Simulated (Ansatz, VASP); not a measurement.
# BN in VASP and in Ansatz

File INCAR:

```
SYSTEM = BN
ALGO     = Normal         ! electronic algorithm
EDIFF    = 1E-7           ! SCF threshold, eV
ENCUT    = 520            ! plane-wave cutoff, eV
GGA      = PE             ! functional
ISIF     = 2              ! what is computed and relaxed
ISMEAR   = 0              ! smearing method
IVDW     = 12             ! dispersion correction
LASPH    = .True.         ! aspherical terms in the spheres
LCHARG   = .True.         ! write CHGCAR
LELF     = .True.         ! ELF
LREAL    = .False.        ! projectors in reciprocal space
LVHAR    = .True.       
LWAVE    = .False.        ! write WAVECAR
NBANDS   = 11             ! bands
NELM     = 100            ! most SCF steps
PREC     = Accurate       ! precision mode
SIGMA    = 0.05           ! smearing width, eV
```

The input KPOINTS:

```
k-points
0
Gamma
  12 12 12
  0 0 0
```

The input POSCAR:

```
BN
1.0
    1.3011666545      0.7512289182      3.2380170272
   -1.3011666545      0.7512289182      3.2380170272
    0.0000000000     -1.5024578365      3.2380170272
B N
1 1
Direct
    0.9996712000      0.9996712000      0.9996712000
    0.3327618000      0.3327618000      0.3327618000
```

Input for Ansatz:

```yaml
crystal:
  lattice:
    - [1.3011666545, 0.7512289182, 3.2380170272]
    - [-1.3011666545, 0.7512289182, 3.2380170272]
    - [0.0, -1.5024578365, 3.2380170272]
  atoms:
    - { symbol: B, position: [0.9996712, 0.9996712, 0.9996712] }
    - { symbol: "N", position: [0.3327618, 0.3327618, 0.3327618] }
basis:
  ecutwfc: 420
kpoints:
  mp_grid: { grid: [12, 12, 12] }
hamiltonian:
  xc: pbe
  dispersion: d3bj
scf:
  occupations: { method: gaussian, width: 0.05 }
output:
  forces: true
  stress: true
  eigenvalues: true
```

Change from the starting cell: strain +0.040 along x and y, -0.040 along z, atoms carried along.

Alike in both runs: task single point; functional PBE; dispersion D3(BJ); k mesh 12 × 12 × 12; occupations gaussian, width 0.05 eV; no spin polarisation.

```csv
,VASP,Ansatz
version,VASP 6.6.1,Ansatz 0.2.0
potentials or method,"VASP PAW PBE potentials, release 64 (B, N), cutoff 520 eV","scalar-relativistic, plane waves, PAW"
valence electrons in the cell,8,8
```

Ansatz gave:

```
gap on the k mesh at the Fermi level (eV)                     : 3.94
least direct gap on the mesh (eV)                             : 4.42
pressure (GPa)                                                : -23.3
traceless stress, the component that is largest in VASP (GPa) : 23.93
rms of the force components (eV/Å)                            : 0.015
```

Question: Estimate VASP's values.

Answer: gap on the k mesh at the Fermi level (eV): 3.93; least direct gap on the mesh (eV): 4.42; pressure (GPa): -23.2; traceless stress, the component that is largest in VASP (GPa): 23.78; rms of the force components (eV/Å): 0.016.

Atom by atom the forces differ by 0.000 eV/Å (rms over components).
